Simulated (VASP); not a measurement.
# PbF2 (Fm-3m) in VASP: further runs

Aim: see how the results for PbF2 move with the level of theory and the settings. Levels: r2SCAN+D3(BJ), r2SCAN, r2SCAN+D4. Tasks: single point.

All numbers are computed with VASP 6.6.1; they aren't measurements. Logs are shortened: lines on timing, memory, paths and dates and some standing lists are left out, and cuts for length are marked.

### 1 The cell of the first run

The structure is cubic, space group Fm-3m (No. 225). Conventional cell: a = 5.904 Å, b = 5.904 Å, c = 5.904 Å, α = 90.00°, β = 90.00°, γ = 90.00°. Pb (site symmetry m-3m) has 8 F at 2.56 Å within 3.4 Å. Within 3.4 Å of F (site symmetry -43m) lie 4 Pb at 2.56 Å and 6 F at 2.95 Å.

### 2 Single point, r2SCAN+D3(BJ)

POSCAR reads:

```
PbF2
1.0
    0.0000000000      2.9518651652      2.9518651652
    2.9518651652      0.0000000000      2.9518651652
    2.9518651652      2.9518651652      0.0000000000
Pb F
1 2
Direct
    0.0000000000      0.0000000000      0.0000000000
    0.7500000000      0.7500000000      0.7500000000
    0.2500000000      0.2500000000      0.2500000000
```

INCAR.step1 reads:

```
ALGO = Normal
EDIFF = 1E-5
ENCUT = 660
GGA = PE
GGA_COMPAT = F
ISMEAR = -1
LASPH = T
LCHARG = F
LREAL = F
LWAVE = T
NBANDS = 21
NELM = 120
PREC = Accurate
SIGMA = 0.05
```

INCAR.step2 reads:

```
ALGO = Normal
EDIFF = 1E-6
ENCUT = 660
GGA_COMPAT = F
ISIF = 2
ISMEAR = -1
ISTART = 1
IVDW = 12
LASPH = T
LCHARG = F
LMIXTAU = T
LREAL = F
LWAVE = F
METAGGA = R2SCAN
NBANDS = 21
NELM = 120
PREC = Accurate
SIGMA = 0.05
VDW_A1 = 0.49484001
VDW_A2 = 5.73083694
VDW_S6 = 1.0
VDW_S8 = 0.78981345
```

KPOINTS reads:

```
k-points
0
Gamma
  8 8 8
```

Potentials or basis: VASP PAW PBE potentials, release 64 (Pb_d, F).

On the command line:

```bash
$ cat potpaw_PBE.64/Pb_d/POTCAR potpaw_PBE.64/F/POTCAR > POTCAR
$ cp INCAR.step1 INCAR
$ mpirun -np 1 vasp_std > vasp.out
$ cp INCAR.step2 INCAR
$ mpirun -np 1 vasp_std > vasp.out
```

OUTCAR:

```text
EDIFF = 1E-6
   ENCUT = 660
   ISIF = 2
   ISMEAR = -1
   ISTART = 1
   IVDW = 12
   LASPH = T
   LREAL = F
   METAGGA = R2SCAN
   NELM = 120
   PREC = Accurate
 IVDW          = 12

 ion  position               nearest neighbor table
   1  0.000  0.000  0.000-   2 2.56   2 2.56   2 2.56   3 2.56   3 2.56   3 2.56   3 2.56   2 2.56

   2  0.750  0.750  0.750-   1 2.56   1 2.56   1 2.56   1 2.56
   3  0.250  0.250  0.250-   1 2.56   1 2.56   1 2.56   1 2.56

  LATTYP: Found a face centered cubic cell.
 ALAT       =     5.9037303304

  Lattice vectors:

 A1 = (   0.0000000000,   2.9518651652,   2.9518651652)
 A2 = (   2.9518651652,   0.0000000000,   2.9518651652)
 A3 = (   2.9518651652,   2.9518651652,   0.0000000000)

Analysis of symmetry for initial positions (statically):
=====================================================================
 Subroutine PRICEL returns:
 Original cell was already a primitive cell.

 Routine SETGRP: Setting up the symmetry group for a
 face centered cubic supercell.

 Subroutine GETGRP returns: Found 48 space group operations
 (whereof 48 operations were pure point group operations)
 out of a pool of 48 trial point group operations.

The static configuration has the point symmetry O_h .

Analysis of symmetry for dynamics (positions and initial velocities):
=====================================================================
 Subroutine PRICEL returns:
 Original cell was already a primitive cell.

 Routine SETGRP: Setting up the symmetry group for a
 face centered cubic supercell.

 Subroutine GETGRP returns: Found 48 space group operations
 (whereof 48 operations were pure point group operations)
 out of a pool of 48 trial point group operations.

The dynamic configuration has the point symmetry O_h .

 Subroutine INISYM returns: Found 48 space group operations
 (whereof 48 operations are pure point group operations),
 and found     1 'primitive' translations

----------------------------------------------------------------------------------------

                                     Primitive cell

  volume of cell :      51.4422

  direct lattice vectors                    reciprocal lattice vectors
     0.000000000  2.951865165  2.951865165    -0.169384431  0.169384431  0.169384431
     2.951865165  0.000000000  2.951865165     0.169384431 -0.169384431  0.169384431
     2.951865165  2.951865165  0.000000000     0.169384431  0.169384431 -0.169384431

  length of vectors
     4.174567751  4.174567751  4.174567751     0.293382440  0.293382440  0.293382440

  position of ions in fractional coordinates (direct lattice)
     0.000000000  0.000000000  0.000000000
     0.750000000  0.750000000  0.750000000
     0.250000000  0.250000000  0.250000000

  ion indices of the primitive-cell ions
   primitive index   ion index
                 1           1
                 2           2
                 3           3

----------------------------------------------------------------------------------------

 KPOINTS: k-points

Automatic generation of k-mesh.
 Grid dimensions read from file:
 generate k-points for:    8    8    8

 Generating k-lattice:

  Cartesian coordinates                     Fractional coordinates (reciprocal lattice)
    -0.021173054  0.021173054  0.021173054     0.125000000  0.000000000  0.000000000
     0.021173054 -0.021173054  0.021173054     0.000000000  0.125000000  0.000000000
     0.021173054  0.021173054 -0.021173054     0.000000000  0.000000000  0.125000000

  Length of vectors
     0.036672805  0.036672805  0.036672805

  Shift w.r.t. Gamma in fractional coordinates (k-lattice)
     0.000000000  0.000000000  0.000000000

 Subroutine IBZKPT returns following result:
 ===========================================

 Found     29 irreducible k-points:

 Following reciprocal coordinates:
            Coordinates               Weight
  0.000000  0.000000  0.000000      1.000000
  0.125000  0.000000  0.000000      8.000000
  0.250000  0.000000  0.000000      8.000000
  0.375000  0.000000  0.000000      8.000000
  0.500000  0.000000  0.000000      4.000000
  0.125000  0.125000  0.000000      6.000000
[... 16 lines left out ...]
  0.500000  0.250000  0.125000     48.000000
 -0.375000  0.250000  0.125000     24.000000
 [... further k-points ...]
   k-points           NKPTS =     29   k-points in BZ     NKDIM =     29   number of bands    NBANDS=     21
   number of dos      NEDOS =    301   number of ions     NIONS =      3
   total plane-waves  NPLWV =  46656
   dimension x,y,z NGX =    36 NGY =   36 NGZ =   36
   dimension x,y,z NGXF=    72 NGYF=   72 NGZF=   72
   ions per type =               1   2
   NGX,Y,Z   is equivalent  to a cutoff of  14.34, 14.34, 14.34 a.u.
   NGXF,Y,Z  is equivalent  to a cutoff of  28.67, 28.67, 28.67 a.u.
 SYSTEM =  unknown system
   PREC   = accura    normal or accurate (medium, high low for compatibility)
   ISTART =      1    job   : 0-new  1-cont  2-samecut
   ICHARG =      0    charge: 1-file 2-atom 10-const
   ISPIN  =      1    spin polarized calculation?
   LNONCOLLINEAR =      F non collinear calculations
   LSORBIT =      F    spin-orbit coupling
   LASPH  =      T    aspherical Exc in radial PAW
   ENCUT  =  660.0 eV  48.51 Ry    6.96 a.u.   8.74  8.74  8.74*2*pi/ulx,y,z
   NELM   =    120;   NELMIN=  2; NELMDL=  0     # of ELM steps
   EDIFF  = 0.1E-05   stopping-criterion for ELM
   LREAL  =      F    real-space projection
   EDIFFG = 0.1E-04   stopping-criterion for IOM
   NSW    =      0    number of steps for IOM
   IBRION =     -1    ionic relax: 0-MD 1-quasi-New 2-CG
   NFREE  =      0    steps in history (QN), initial steepest desc. (CG)
   ISIF   =      2    stress and relaxation
   ISYM   =      2    0-nonsym 1-usesym 2-fastsym
   POTIM  = 0.5000    time-step for ionic-motion
   TEBEG  =    0.0;   TEEND  =   0.0 temperature during run
   PSTRESS=    0.0 pullay stress
   NELECT =      28.0000    total number of electrons
   NUPDOWN=      -1.0000    fix difference up-down
   EMIN   =  10.00;   EMAX   =-10.00  energy-range for DOS
   EFERMI =   0.00;   METHOD = LEGACY
   ISMEAR =    -1;   SIGMA  =   0.05  broadening in eV -4-tet -1-fermi 0-gaus
   EFERMI_NEDOS =   21; number of points for ismear=-14 and -15
   IALGO  =     38    algorithm
   IMIX   =      4    mixing-type and parameters
     AMIX     =   0.40;   BMIX     =  1.00
     AMIX_MAG =   1.60;   BMIX_MAG =  1.00
  volume/ion in A,a.u.               =      17.15       115.72
  Fermi-wavevector in a.u.,A,eV,Ry     =   1.336660  2.525921 24.308989  1.786660
  Thomas-Fermi vector in A             =   2.465269
   LORBIT       =      0    0 simple, 1 ext, 2 COOP (PROOUT), +10 PAW based schemes
   METAGGA = R2SCAN    functional components
   LHFCALC =     F    Hartree Fock is set to
   AEXX    =    0.0000 exact exchange contribution
   IVDW    =    12    specifies the selected vdW correction
   LEPSILON=     F    determine dielectric tensor
   LRPA    =     F    only Hartree local field effects (RPA)
 non-spin polarized calculation
  energy-cutoff  :      660.00
  volume of cell :       51.44
 maximum number of plane-waves:      2006
   NGX = 17   NGY = 17   NGZ = 17

 number of electron      28.0000010 magnetization

 Free energy of the ion-electron system (eV)
  ---------------------------------------------------
  ext. energy  EPLUGINS =         0.00000000
  ---------------------------------------------------
  free energy    TOTEN  =       -70.16766099 eV

  energy without entropy =      -70.16766099  energy(sigma->0) =      -70.16766099

 E-fermi :   2.8648     XC(G=0): -10.0738

 val. band max:        1.6590677550   @ k =  -0.2500   0.5000   0.2500
 cond. band min:       6.5899282505   @ k =   0.5000   0.5000   0.0000
 fundamental gap:      4.9308604955
 Fermi energy:         2.8647900262

 k-point     1 :       0.0000    0.0000    0.0000
  band No.  band energies     occupation
      1     -20.8310      2.00000
      2     -20.2227      2.00000
      3     -13.2238      2.00000
      4     -13.2238      2.00000
      5     -13.2238      2.00000
      6     -13.1683      2.00000
[... 13 lines left out ...]
     20      17.6052      0.00000
     21      19.9759      0.00000

 k-point     2 :       0.1250    0.0000    0.0000
  band No.  band energies     occupation
      1     -20.8019      2.00000
      2     -20.2490      2.00000
      3     -13.2173      2.00000
      4     -13.2173      2.00000
      5     -13.1916      2.00000
      6     -13.1682      2.00000
[... 13 lines left out ...]
     20      17.1262      0.00000
     21      19.2954      0.00000

 k-point     3 :       0.2500    0.0000    0.0000
  band No.  band energies     occupation
      1     -20.7249      2.00000
      2     -20.3177      2.00000
      3     -13.2079      2.00000
      4     -13.2079      2.00000
      5     -13.1617      2.00000
      6     -13.1617      2.00000
[... 13 lines left out ...]
     20      16.4916      0.00000
     21      18.0208      0.00000

 k-point     4 :       0.3750    0.0000    0.0000
  band No.  band energies     occupation
      1     -20.6248      2.00000
      2     -20.4075      2.00000
      3     -13.2076      2.00000
      4     -13.2076      2.00000
      5     -13.1458      2.00000
      6     -13.1458      2.00000
[... 13 lines left out ...]
     20      16.1250      0.00000
     21      17.0209      0.00000

 k-point     5 :       0.5000    0.0000    0.0000
  band No.  band energies     occupation
      1     -20.5468      2.00000
      2     -20.4806      2.00000
      3     -13.2090      2.00000
      4     -13.2090      2.00000
      5     -13.1377      2.00000
      6     -13.1377      2.00000
[... 13 lines left out ...]
     20      16.0171      0.00000
     21      16.6570      0.00000
[... 382 lines left out ...]
     20      19.2875      0.00000
     21      19.6945      0.00000

 k-point    22 :       0.3750    0.2500    0.1250
  band No.  band energies     occupation
      1     -20.6709      2.00000
      2     -20.3629      2.00000
      3     -13.1899      2.00000
      4     -13.1826      2.00000
      5     -13.1736      2.00000
      6     -13.1423      2.00000
[... 13 lines left out ...]
     20      17.5815      0.00000
     21      18.8050      0.00000

 k-point    23 :       0.5000    0.2500    0.1250
  band No.  band energies     occupation
      1     -20.5913      2.00000
      2     -20.4322      2.00000
      3     -13.1905      2.00000
      4     -13.1801      2.00000
      5     -13.1540      2.00000
      6     -13.1193      2.00000
[... 13 lines left out ...]
     20      18.2699      0.00000
     21      18.9718      0.00000

 k-point    24 :      -0.3750    0.2500    0.1250
  band No.  band energies     occupation
      1     -20.5260      2.00000
      2     -20.4928      2.00000
      3     -13.1908      2.00000
      4     -13.1821      2.00000
      5     -13.1414      2.00000
      6     -13.1105      2.00000
[... 13 lines left out ...]
     20      18.5550      0.00000
     21      18.9173      0.00000

 [... further k-points ...]

------------------------ aborting loop because EDIFF is reached ----------------------------------------

 Edisp (eV)   -0.21949

 E8    (eV) :    -0.0738

  FORCE on cell =-STRESS in cart. coord.  units (eV):
  Direction    XX          YY          ZZ          XY          YZ          ZX
  --------------------------------------------------------------------------------------
  -------------------------------------------------------------------------------------
  Total      -0.05241    -0.05241    -0.05241     0.00000     0.00000     0.00000
  in kB      -1.63243    -1.63243    -1.63243     0.00000     0.00000     0.00000
  external pressure =       -1.63 kB  Pullay stress =        0.00 kB

 VOLUME and BASIS-vectors are now :
 -----------------------------------------------------------------------------
  energy-cutoff  :      660.00
  volume of cell :       51.44
      direct lattice vectors                 reciprocal lattice vectors
     0.000000000  2.951865165  2.951865165    -0.169384431  0.169384431  0.169384431
     2.951865165  0.000000000  2.951865165     0.169384431 -0.169384431  0.169384431
     2.951865165  2.951865165  0.000000000     0.169384431  0.169384431 -0.169384431

 POSITION                                       TOTAL-FORCE (eV/Angst)
 -----------------------------------------------------------------------------------
      0.00000      0.00000      0.00000         0.000000      0.000000      0.000000
      4.42780      4.42780      4.42780        -0.000000     -0.000000     -0.000000
      1.47593      1.47593      1.47593         0.000000      0.000000      0.000000
 -----------------------------------------------------------------------------------
    total drift:                                0.000000      0.000000      0.000000

  FREE ENERGIE OF THE ION-ELECTRON SYSTEM (eV)
  ---------------------------------------------------
  free  energy   TOTEN  =       -70.3871501010 eV

  energy  without entropy=      -70.3871501010  energy(sigma->0) =      -70.38715010
```

Wall time 2.1 min (1 thread of AMD EPYC 9R45 (Zen 5), shared host); peak memory 0.21 GiB.

Results:

- Free energy: -70.3872 eV
- Pressure: -0.2 GPa
- Band gap on the k mesh: 4.93 eV (least direct gap 5.08 eV)
- Dispersion energy per atom: -0.073 eV

Caveat: the PAW data sets were made with another functional, which shifts forces and pressure a little; spin-orbit coupling is left out, which moves the levels of the heavy elements.

### 3 Single point, r2SCAN+D3(BJ)

POSCAR reads:

```
PbF2
1.0
    0.0000000000      2.9534965372      2.9534965372
    2.9534965372      0.0000000000      2.9534965372
    2.9534965372      2.9534965372      0.0000000000
Pb F
1 2
Direct
    0.0000000000      0.0000000000      0.0000000000
    0.7500000000      0.7500000000      0.7500000000
    0.2500000000      0.2500000000      0.2500000000
```

INCAR.step1 reads:

```
PREC = Accurate
ENCUT = 660
ISMEAR = -1
SIGMA = 0.05
LREAL = False
LASPH = True
NELM = 120
NBANDS = 21
GGA = PE
ALGO = Normal
EDIFF = 1E-5
LWAVE = True
LCHARG = False
GGA_COMPAT = False
```

INCAR.step2 reads:

```
PREC = Accurate
ENCUT = 660
EDIFF = 1E-6
ISMEAR = -1
SIGMA = 0.05
LREAL = False
LASPH = True
NELM = 120
ALGO = Normal
ISIF = 2
LWAVE = False
LCHARG = False
METAGGA = R2SCAN
LMIXTAU = True
IVDW = 12
VDW_S6 = 1.0
VDW_S8 = 0.78981345
VDW_A1 = 0.49484001
VDW_A2 = 5.73083694
NBANDS = 21
ISTART = 1
GGA_COMPAT = False
```

KPOINTS reads:

```
Automatic mesh
0
Gamma
  8 8 8
```

Potentials or basis: VASP PAW PBE potentials, release 64 (Pb_d, F).

On the command line:

```bash
$ cat potpaw_PBE.64/Pb_d/POTCAR potpaw_PBE.64/F/POTCAR > POTCAR
$ cp INCAR.step1 INCAR
$ mpirun -np 1 vasp_std > vasp.out
$ cp INCAR.step2 INCAR
$ mpirun -np 1 vasp_std > vasp.out
```

Wall time 2.1 min (1 thread of AMD EPYC 9R45 (Zen 5), shared host); peak memory 0.21 GiB.

It converged, with:

```yaml
Free_energy: -70.3872 eV
Pressure: -0.3 GPa
Band_gap_on_the_k_mesh: 4.93 eV (least direct gap 5.08 eV)
Dispersion_energy_per_atom: -0.073 eV
```

Levels at points of the mesh, in eV from the valence-band top:
| k point | band 11 | band 12 | band 13 | band 14 | band 15 | band 16 | band 17 | band 18 |
| --- | --- | --- | --- | --- | --- | --- | --- | --- |
| (0.00, 0.00, 0.00) | -2.72 | -2.21 | -2.21 | -2.21 | 7.31 | 7.31 | 7.31 | 10.71 |
| (0.50, 0.00, 0.00) | -2.91 | -2.39 | -2.39 | -0.07 | 5.38 | 8.27 | 8.27 | 13.47 |
| (0.50, 0.50, 0.00) | -1.79 | -1.79 | -1.79 | -0.15 | 4.93 | 8.49 | 8.49 | 9.05 |

Caveat: three body term missing; the PAW data sets were made with another functional, which shifts forces and pressure a little; spin-orbit coupling is left out, which moves the levels of the heavy elements. A k mesh can miss the band edges.

### 4 Single point, r2SCAN

This run uses another cell than the first one, of 17.30 Å³/atom.

POSCAR reads:

```
PbF2
1.0
    0.0000000000      2.9606022787      2.9606022787
    2.9606022787      0.0000000000      2.9606022787
    2.9606022787      2.9606022787      0.0000000000
Pb F
1 2
Direct
    0.0000000000      0.0000000000      0.0000000000
    0.7500000000      0.7500000000      0.7500000000
    0.2500000000      0.2500000000      0.2500000000
```

INCAR.step1 reads:

```
SYSTEM = PbF2
ALGO = Normal ; EDIFF = 1E-5
ENCUT = 660 ; GGA = PE
GGA_COMPAT = .FALSE. ; ISMEAR = -1
LASPH = .TRUE. ; LCHARG = .FALSE.
LREAL = .FALSE. ; LWAVE = .TRUE.
NBANDS = 21 ; NELM = 120
PREC = Accurate ; SIGMA = 0.05
```

INCAR.step2 reads:

```
SYSTEM = PbF2
ALGO = Normal ; EDIFF = 1E-6
ENCUT = 660 ; GGA_COMPAT = .FALSE.
ISIF = 2 ; ISMEAR = -1
ISTART = 1 ; LASPH = .TRUE.
LCHARG = .FALSE. ; LMIXTAU = .TRUE.
LREAL = .FALSE. ; LWAVE = .FALSE.
METAGGA = R2SCAN ; NBANDS = 21
NELM = 120 ; PREC = Accurate
SIGMA = 0.05
```

KPOINTS reads:

```
k-points
0
G
  8 8 8
  0 0 0
```

On the command line:

```bash
$ cat potpaw_PBE.64/Pb_d/POTCAR potpaw_PBE.64/F/POTCAR > POTCAR
$ cp INCAR.step1 INCAR
$ mpirun -np 1 vasp_std > vasp.out
$ cp INCAR.step2 INCAR
$ mpirun -np 1 vasp_std > vasp.out
```

Run time: 2 min. Hardware: 1 thread of AMD EPYC 9R45 (Zen 5), shared host; peak memory 0.2 GiB.

The run converged. Its results:

- Free energy: -70.1692 eV
- Pressure: -0.2 GPa
- Band gap on the k mesh: 4.93 eV (least direct gap 5.08 eV)

Levels at points of the mesh, in eV from the valence-band top:
```
           k point  band 11  band 12  band 13  band 14  band 15  band 16  band 17  band 18
(0.00, 0.00, 0.00)    -2.67    -2.16    -2.16    -2.16     7.31     7.31     7.31    10.70
(0.50, 0.00, 0.00)    -2.85    -2.34    -2.34    -0.06     5.38     8.25     8.25    13.46
(0.50, 0.50, 0.00)    -1.75    -1.75    -1.75    -0.14     4.93     8.46     8.46     9.07
```

Caveat: the PAW data sets were made with another functional, which shifts forces and pressure a little; spin-orbit coupling is left out, which moves the levels of the heavy elements.

(Continued in part 2 of 2.)
